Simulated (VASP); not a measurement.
## Hg: single point with PBEsol

Hg:

```xyz
3
Lattice="5.1851 0.0000 0.0000 -2.5926 4.4904 0.0000 0.0000 0.0000 2.9819" Properties=species:S:1:pos:R:3 pbc="T T T"
Hg    2.5926    4.4904    0.0000
Hg    0.0000    2.9936    1.4910
Hg    2.5926    1.4968    1.4910
```

This cell differs from its parent crystal: volume scaled by 0.96.

```json
{
  "Program": "VASP 6.6.1",
  "Task": "single point",
  "Functional": "PBEsol",
  "Potentials or basis": "VASP PAW PBE potentials, release 64 (Hg)",
  "Cutoff": "520 eV",
  "k mesh": "8 × 8 × 12",
  "Occupations": "fermi-dirac, width 0.1 eV",
  "Spin": "no spin polarisation",
  "Dipole correction": "no",
  "Further INCAR settings": "ALGO = Normal; EDIFF = 1e-06; NBANDS = 25"
}
```

The pressure is 2.1 GPa and the band gap on the k mesh is zero (band 18 reaches 6.04 eV, above the bottom of band 19 at 1.16 eV).

Stress tensor (GPa, compression positive):
```
1.84 0.00 0.00
0.00 1.84 0.00
0.00 0.00 2.66
```

Levels at points of the mesh, in eV from the Fermi level:
```
           k point  band 15  band 16  band 17  band 18  band 19  band 20  band 21  band 22
(0.00, 0.00, 0.00)    -5.72    -5.72    -1.17    -0.76     1.74     1.74     1.78     1.78
(0.50, 0.00, 0.00)    -5.80    -5.72    -5.52    -1.66    -1.53     6.33     6.37     8.32
(0.00, 0.00, 0.50)    -5.34    -2.95    -2.76     3.35     3.50     3.68     3.70     4.35
(0.50, 0.00, 0.50)    -5.54    -1.72    -1.17    -0.70    -0.57     2.50     2.56     3.50
```

Wall time 49 s on 1 thread of Intel(R) Xeon(R) 6975P-C (Granite Rapids) (shared host), peak memory 0.24 GiB.

Caveat: the PAW data sets were made with another functional, which shifts forces and pressure a little; spin-orbit coupling is left out, which moves the levels of the heavy elements.
